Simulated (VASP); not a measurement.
Crystal: MnS.

```
Mn S
1.0
     3.97600    0.00000    0.00000
    -1.98800    3.44332    0.00000
     0.00000    0.00000    6.43200
Mn S
2 2
Direct
  0.33333 0.66667 0.00000
  0.66667 0.33333 0.50000
  0.33333 0.66667 0.38500
  0.66667 0.33333 0.88500
```

```yaml
Program: VASP 6.6.1
Task: relaxation of cell and atoms
Functional: PBE
Potentials_or_basis: VASP PAW PBE potentials, release 64 (Mn_pv, S)
Cutoff: 600 eV
k_mesh: 10 × 10 × 6
Occupations: gaussian, width 0.05 eV
Spin: no spin polarisation
```

At the start: pressure -20.1 GPa; volume 22.01 Å³/atom.

Question: How do energy, volume and symmetry change on relaxing?

Answer: Over 18 steps the energy falls by 572.0 meV/atom and the volume is 15.53 Å³/atom (-29.5 %); space group P6_3mc (No. 186, to 0.1 Å) before and after.

Step by step:
```
step  energy change (eV)  largest force (eV/Å)  pressure (GPa)  volume (Å³)
   1              0.0000                0.1838          -20.14        88.06
   2             -2.0409                0.5151           13.64        57.29
   3             -2.2408                0.4115           -0.08        62.47
   4             -2.2397                0.4191            0.89        62.01
   5             -2.2479                0.1567            1.17        61.84
   6             -2.2519                0.0791            1.04        61.90
   7             -2.2594                0.0394           -0.54        62.68
   8             -2.2599                0.0217           -1.28        63.02
   9             -2.2653                0.0546           -1.28        63.02
  10             -2.2788                0.1299           -1.46        63.00
  11             -2.2750                0.0944           -1.79        62.88
  12             -2.2832                0.0969           -1.59        62.96
  13             -2.2874                0.0171            0.45        61.90
  14             -2.2878                0.0090           -0.04        62.14
  15             -2.2879                0.0129           -0.06        62.16
  16             -2.2880                0.0241           -0.09        62.17
  17             -2.2880                0.0161            0.00        62.13
  18             -2.2880                0.0096            0.07        62.10
```

Final structure:
```
CELL_PARAMETERS angstrom
3.46124 0.00000 0.00000
-1.73062 2.99752 0.00000
0.00000 0.00000 5.98594
ATOMIC_POSITIONS crystal
Mn 0.33333 0.66667 0.00971
Mn 0.66667 0.33333 0.50971
S 0.33333 0.66667 0.37529
S 0.66667 0.33333 0.87529
```

Caveat: the volume moved by over 15 % at a fixed basis, so the end points are rough; the run has no spin polarisation, though such a crystal can be magnetic.
